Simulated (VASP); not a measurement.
# PtS2 in VASP: single point with PBE+D3(BJ)

Aim: the single point of PtS2 with PBE+D3(BJ).

Program: VASP 6.6.1. These are calculated values, not measurements. Logs are shortened: lines on timing, memory, paths and dates and some standing lists are left out, and cuts for length are marked.

## Step 1: The cell of the first run

The cell holds a slab with vacuum, 6 atoms: a = 3.542 Å, b = 3.542 Å, c = 22.467 Å, α = 90.00°, β = 90.00°, γ = 120.00°.

## Step 2: Single point, PBE+D3(BJ) (layers slid over each other)

INCAR reads:

```
SYSTEM = PtS2
PREC = Accurate
ENCUT = 520
EDIFF = 1E-6
ISMEAR = 0
SIGMA = 0.05
LREAL = .FALSE.
LASPH = .TRUE.
NELM = 60
ALGO = Normal
ISIF = 2
LWAVE = .FALSE.
LCHARG = .FALSE.
LDIPOL = .TRUE.
IDIPOL = 3
DIPOL = 0.5 0.5 0.395
GGA = PE
IVDW = 12
NBANDS = 31
```

KPOINTS reads:

```
Automatic mesh
0
G
  9 9 1
  0 0 0
```

POSCAR reads:

```
PtS2
1.0
    3.5415278079      0.0000000000      0.0000000000
   -1.7707639039      3.0670530498      0.0000000000
    0.0000000000      0.0000000000     22.4670615492
S Pt
4 2
Direct
    0.6666666667      0.3333333333      0.2002932155
    0.3333333333      0.6666666667      0.3108341854
    0.6666666667      1.3333333333      0.4795255824
    1.0000000000      1.0000000000      0.5900665523
    0.0000000000      0.0000000000      0.2555637004
    1.3333333333      1.6666666667      0.5347960674
```

Potentials or basis: VASP PAW PBE potentials, release 64 (S, Pt).

Launch:

```sh
$ cat potpaw_PBE.64/S/POTCAR potpaw_PBE.64/Pt/POTCAR > POTCAR
$ mpirun -np 1 vasp_std > vasp.out
```

OUTCAR:

```text
SYSTEM = PtS2
   PREC = Accurate
   ENCUT = 520
   EDIFF = 1E-6
   ISMEAR = 0
   LREAL = .FALSE.
   LASPH = .TRUE.
   NELM = 60
   ISIF = 2
   GGA = PE
   IVDW = 12
 IVDW          = 12

 ion  position               nearest neighbor table
   1  0.667  0.333  0.200-   5 2.39   5 2.39   5 2.39
   2  0.333  0.667  0.311-   5 2.39   5 2.39   5 2.39
   3  0.667  0.333  0.480-   6 2.39   6 2.39   6 2.39
   4  0.000  0.000  0.590-   6 2.39   6 2.39   6 2.39
   5  0.000  0.000  0.256-   1 2.39   1 2.39   1 2.39   2 2.39   2 2.39   2 2.39
   6  0.333  0.667  0.535-   4 2.39   4 2.39   4 2.39   3 2.39   3 2.39   3 2.39

  LATTYP: Found a hexagonal cell.
 ALAT       =     3.5415278079
 C/A-ratio  =     6.3438896340

  Lattice vectors:

 A1 = (   3.5415278079,   0.0000000000,   0.0000000000)
 A2 = (  -1.7707639039,   3.0670530498,   0.0000000000)
 A3 = (   0.0000000000,   0.0000000000,  22.4670615492)

Analysis of symmetry for initial positions (statically):
=====================================================================
 Subroutine PRICEL returns:
 Original cell was already a primitive cell.

 Routine SETGRP: Setting up the symmetry group for a
 hexagonal supercell.

 Subroutine GETGRP returns: Found  6 space group operations
 (whereof  6 operations were pure point group operations)
 out of a pool of 24 trial point group operations.

The static configuration has the point symmetry C_3v.

Analysis of symmetry for dynamics (positions and initial velocities):
=====================================================================
 Subroutine PRICEL returns:
 Original cell was already a primitive cell.

 Routine SETGRP: Setting up the symmetry group for a
 hexagonal supercell.

 Subroutine GETGRP returns: Found  6 space group operations
 (whereof  6 operations were pure point group operations)
 out of a pool of 24 trial point group operations.

The dynamic configuration has the point symmetry C_3v.

 Subroutine INISYM returns: Found  6 space group operations
 (whereof  6 operations are pure point group operations),
 and found     1 'primitive' translations

----------------------------------------------------------------------------------------

                                     Primitive cell

  volume of cell :     244.0384

  direct lattice vectors                    reciprocal lattice vectors
     3.541527808  0.000000000  0.000000000     0.282364012  0.163022938  0.000000000
    -1.770763904  3.067053050  0.000000000     0.000000000  0.326045877  0.000000000
     0.000000000  0.000000000 22.467061549     0.000000000  0.000000000  0.044509603

  length of vectors
     3.541527808  3.541527808 22.467061549     0.326045877  0.326045877  0.044509603

  position of ions in fractional coordinates (direct lattice)
     0.666666667  0.333333333  0.200293215
     0.333333333  0.666666667  0.310834185
     0.666666667  0.333333333  0.479525582
     0.000000000  0.000000000  0.590066552
     0.000000000  0.000000000  0.255563700
     0.333333333  0.666666667  0.534796067

  ion indices of the primitive-cell ions
   primitive index   ion index
                 1           1
                 2           2
                 3           3
                 4           4
                 5           5
                 6           6

----------------------------------------------------------------------------------------

 KPOINTS: Automatic mesh

Automatic generation of k-mesh.
 Grid dimensions read from file:
 generate k-points for:    9    9    1

 Generating k-lattice:

  Cartesian coordinates                     Fractional coordinates (reciprocal lattice)
     0.031373779  0.018113660  0.000000000     0.111111111 -0.000000000  0.000000000
     0.000000000  0.036227320  0.000000000     0.000000000  0.111111111  0.000000000
     0.000000000  0.000000000  0.044509603     0.000000000  0.000000000  1.000000000

  Length of vectors
     0.036227320  0.036227320  0.044509603

  Shift w.r.t. Gamma in fractional coordinates (k-lattice)
     0.000000000  0.000000000  0.000000000

 Subroutine IBZKPT returns following result:
 ===========================================

 Found     12 irreducible k-points:

 Following reciprocal coordinates:
            Coordinates               Weight
  0.000000  0.000000  0.000000      1.000000
  0.111111 -0.000000  0.000000      6.000000
  0.222222  0.000000  0.000000      6.000000
  0.333333 -0.000000  0.000000      6.000000
  0.444444  0.000000  0.000000      6.000000
  0.111111  0.111111  0.000000      6.000000
  0.222222  0.111111  0.000000     12.000000
  0.333333  0.111111  0.000000     12.000000
  0.444444  0.111111  0.000000      6.000000
  0.222222  0.222222  0.000000      6.000000
  0.333333  0.222222  0.000000     12.000000
  0.333333  0.333333  0.000000      2.000000
   k-points           NKPTS =     12   k-points in BZ     NKDIM =     12   number of bands    NBANDS=     31
   number of dos      NEDOS =    301   number of ions     NIONS =      6
   total plane-waves  NPLWV = 131712
   dimension x,y,z NGX =    28 NGY =   28 NGZ =  168
   dimension x,y,z NGXF=    56 NGYF=   56 NGZF=  336
   ions per type =               4   2
   NGX,Y,Z   is equivalent  to a cutoff of  13.14, 13.14, 12.43 a.u.
   NGXF,Y,Z  is equivalent  to a cutoff of  26.29, 26.29, 24.86 a.u.
 SYSTEM =  PtS2
   PREC   = accura    normal or accurate (medium, high low for compatibility)
   ISTART =      0    job   : 0-new  1-cont  2-samecut
   ICHARG =      2    charge: 1-file 2-atom 10-const
   ISPIN  =      1    spin polarized calculation?
   LNONCOLLINEAR =      F non collinear calculations
   LSORBIT =      F    spin-orbit coupling
   LASPH  =      T    aspherical Exc in radial PAW
   ENCUT  =  520.0 eV  38.22 Ry    6.18 a.u.   6.58  6.58 41.77*2*pi/ulx,y,z
   NELM   =     60;   NELMIN=  2; NELMDL= -5     # of ELM steps
   EDIFF  = 0.1E-05   stopping-criterion for ELM
   LREAL  =      F    real-space projection
   EDIFFG = 0.1E-04   stopping-criterion for IOM
   NSW    =      0    number of steps for IOM
   IBRION =     -1    ionic relax: 0-MD 1-quasi-New 2-CG
   NFREE  =      0    steps in history (QN), initial steepest desc. (CG)
   ISIF   =      2    stress and relaxation
   ISYM   =      2    0-nonsym 1-usesym 2-fastsym
   POTIM  = 0.5000    time-step for ionic-motion
   TEBEG  =    0.0;   TEEND  =   0.0 temperature during run
   PSTRESS=    0.0 pullay stress
   NELECT =      44.0000    total number of electrons
   NUPDOWN=      -1.0000    fix difference up-down
   EMIN   =  10.00;   EMAX   =-10.00  energy-range for DOS
   EFERMI =   0.00;   METHOD = LEGACY
   ISMEAR =     0;   SIGMA  =   0.05  broadening in eV -4-tet -1-fermi 0-gaus
   EFERMI_NEDOS =   21; number of points for ismear=-14 and -15
   IALGO  =     38    algorithm
   IMIX   =      4    mixing-type and parameters
     AMIX     =   0.40;   BMIX     =  1.00
     AMIX_MAG =   1.60;   BMIX_MAG =  1.00
  volume/ion in A,a.u.               =      40.67       274.48
  Fermi-wavevector in a.u.,A,eV,Ry     =   0.924854  1.747720 11.637800  0.855354
  Thomas-Fermi vector in A             =   2.050645
   LORBIT       =      0    0 simple, 1 ext, 2 COOP (PROOUT), +10 PAW based schemes
   GGA     = PE    functional components
   LHFCALC =     F    Hartree Fock is set to
   AEXX    =    0.0000 exact exchange contribution
   IVDW    =    12    specifies the selected vdW correction
   LEPSILON=     F    determine dielectric tensor
   LRPA    =     F    only Hartree local field effects (RPA)
 non-spin polarized calculation
 Gauss-broadening in eV      SIGMA  =   0.05
  energy-cutoff  :      520.00
  volume of cell :      244.04
 maximum number of plane-waves:      6671
 NGX is ok and might be reduce to    28
   NGX = 13   NGY = 13   NGZ = 83

 number of electron      44.0000000 magnetization

 dipolmoment           0.000000      0.000000     -0.000943 electrons x Angstroem

 Free energy of the ion-electron system (eV)
  ---------------------------------------------------
  ext. energy  EPLUGINS =         0.00000000
  ---------------------------------------------------
  free energy    TOTEN  =       -30.91218738 eV

  energy without entropy =      -30.91218738  energy(sigma->0) =      -30.91218738

 E-fermi :  -0.4972     XC(G=0):  -5.4943

 val. band max:       -0.7265031169   @ k =   0.1111   0.1111   0.0000
 cond. band min:       0.8822279731   @ k =   0.2222   0.0000   0.0000
 fundamental gap:      1.6087310900
 Fermi energy:        -0.4971923382

 k-point     1 :       0.0000    0.0000    0.0000
  band No.  band energies     occupation
      1     -14.8988      2.00000
      2     -14.8752      2.00000
      3     -12.7114      2.00000
      4     -12.6620      2.00000
      5      -6.3960      2.00000
      6      -6.3960      2.00000
[... 23 lines left out ...]
     30       5.3310      0.00000
     31       5.5420      0.00000

 k-point     2 :       0.1111   -0.0000    0.0000
  band No.  band energies     occupation
      1     -14.7445      2.00000
      2     -14.7209      2.00000
      3     -12.7412      2.00000
      4     -12.6962      2.00000
      5      -6.3911      2.00000
      6      -6.3689      2.00000
[... 23 lines left out ...]
     30       5.9678      0.00000
     31       5.9989      0.00000

 k-point     3 :       0.2222    0.0000    0.0000
  band No.  band energies     occupation
      1     -14.3168      2.00000
      2     -14.2937      2.00000
      3     -12.8178      2.00000
      4     -12.7830      2.00000
      5      -6.3328      2.00000
      6      -6.2821      2.00000
[... 295 lines left out ...]
     30       7.5307      0.00000
     31       7.9291      0.00000

 k-point    12 :       0.3333    0.3333    0.0000
  band No.  band energies     occupation
      1     -12.9717      2.00000
      2     -12.9673      2.00000
      3     -12.9576      2.00000
      4     -12.9529      2.00000
      5      -6.2208      2.00000
      6      -6.2074      2.00000
[... 23 lines left out ...]
     30       7.8971      0.00000
     31       8.0132      0.00000

------------------------ aborting loop because EDIFF is reached ----------------------------------------

 vacuum level on the upper side and lower side of the slab       (xc-potential included)        -0.157        -0.154

 Edisp (eV)   -1.83931

 E8    (eV) :    -0.7635

  FORCE on cell =-STRESS in cart. coord.  units (eV):
  Direction    XX          YY          ZZ          XY          YZ          ZX
  --------------------------------------------------------------------------------------
  -------------------------------------------------------------------------------------
  Total      -0.48890    -0.48890    -0.87951    -0.00000    -0.00000     0.00000
  in kB      -3.20974    -3.20974    -5.77419    -0.00000    -0.00000     0.00000
  external pressure =       -4.06 kB  Pullay stress =        0.00 kB

 VOLUME and BASIS-vectors are now :
 -----------------------------------------------------------------------------
  energy-cutoff  :      520.00
  volume of cell :      244.04
      direct lattice vectors                 reciprocal lattice vectors
     3.541527808  0.000000000  0.000000000     0.282364012  0.163022938  0.000000000
    -1.770763904  3.067053050  0.000000000     0.000000000  0.326045877  0.000000000
     0.000000000  0.000000000 22.467061549     0.000000000  0.000000000  0.044509603

 POSITION                                       TOTAL-FORCE (eV/Angst)
 -----------------------------------------------------------------------------------
      1.77076      1.02235      4.50000        -0.000000     -0.000000      0.042833
     -0.00000      2.04470      6.98353        -0.000000      0.000000      0.025624
      1.77076      1.02235     10.77353        -0.000000      0.000000     -0.028688
      0.00000      0.00000     13.25706         0.000000      0.000000     -0.044353
      0.00000      0.00000      5.74177         0.000000     -0.000000      0.057726
     -0.00000      2.04470     12.01530         0.000000      0.000000     -0.053142
 -----------------------------------------------------------------------------------
    total drift:                                0.000000     -0.000000      0.000040

  FREE ENERGIE OF THE ION-ELECTRON SYSTEM (eV)
  ---------------------------------------------------
  free  energy   TOTEN  =       -32.7514924435 eV

  energy  without entropy=      -32.7514924435  energy(sigma->0) =      -32.75149244

 vacuum level on the upper side and lower side of the slab         5.314         5.322
```

It took 2.8 min on 1 thread of AMD EPYC 7R43 (Zen 3), shared host; peak memory 0.34 GiB.

Results:

| Item | Value |
| --- | --- |
| Free energy | -32.7515 eV |
| Largest force | 0.058 eV/Å |
| Band gap on the k mesh | 1.61 eV (least direct gap 1.70 eV) |
| Dispersion energy per atom | -0.307 eV |

Forces in eV/Å, atoms in the order of the input:
```
S    0.000  0.000  0.043
S    0.000  0.000  0.026
S    0.000  0.000 -0.029
S    0.000  0.000 -0.044
Pt   0.000  0.000  0.058
Pt   0.000  0.000 -0.053
```

Caveat: the cell differs from its parent crystal (layers slid over each other); spin-orbit coupling is left out, which moves the levels of the heavy elements.
